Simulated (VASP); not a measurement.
The system is SnTe (zincblende type).

```xyz
2
Lattice="0.0000 3.2195 3.2195 3.2195 0.0000 3.2195 3.2195 3.2195 0.0000" Properties=species:S:1:pos:R:3 pbc="T T T"
Sn    0.0000    0.0000    0.0000
Te    1.6098    1.6098    1.6098
```

- Program: VASP 6.6.1
- Task: relaxation of cell and atoms
- Functional: PBE
- Potentials or basis: VASP PAW PBE potentials, release 64 (Sn_d, Te)
- Cutoff: 600 eV
- k mesh: 9 × 9 × 9
- Occupations: fermi-dirac, width 0.05 eV
- Spin: no spin polarisation

At the start: pressure 15.5 GPa; volume 33.37 Å³/atom.

**Question.** Where does the relaxation end?

**Answer.** Over 4 steps the energy falls by 497.0 meV/atom and the volume is 47.00 Å³/atom (+40.8 %); space group F-43m (No. 216, to 0.05 Å).

The path:
| step | energy change (eV) | largest force (eV/Å) | pressure (GPa) | volume (Å³) |
| --- | --- | --- | --- | --- |
| 1 | 0.0000 | 0.0000 | 15.45 | 66.74 |
| 2 | -0.9379 | 0.0000 | -1.86 | 102.91 |
| 3 | -0.9934 | 0.0000 | 0.22 | 93.08 |
| 4 | -0.9940 | 0.0000 | -0.01 | 93.99 |

Final structure:
```cif
data_structure
_symmetry_space_group_name_H-M 'P 1'
_symmetry_Int_Tables_number 1
_cell_length_a 5.1036
_cell_length_b 5.1036
_cell_length_c 5.1036
_cell_angle_alpha 60.000
_cell_angle_beta 60.000
_cell_angle_gamma 60.000
_cell_volume 93.99
loop_
_atom_site_label
_atom_site_type_symbol
_atom_site_fract_x
_atom_site_fract_y
_atom_site_fract_z
_atom_site_occupancy
Sn1 Sn 0.00000 0.00000 0.00000 1
Te1 Te 0.25000 0.25000 0.25000 1
```

Caveat: the volume moved by over 15 % at a fixed basis, so the end points are rough.
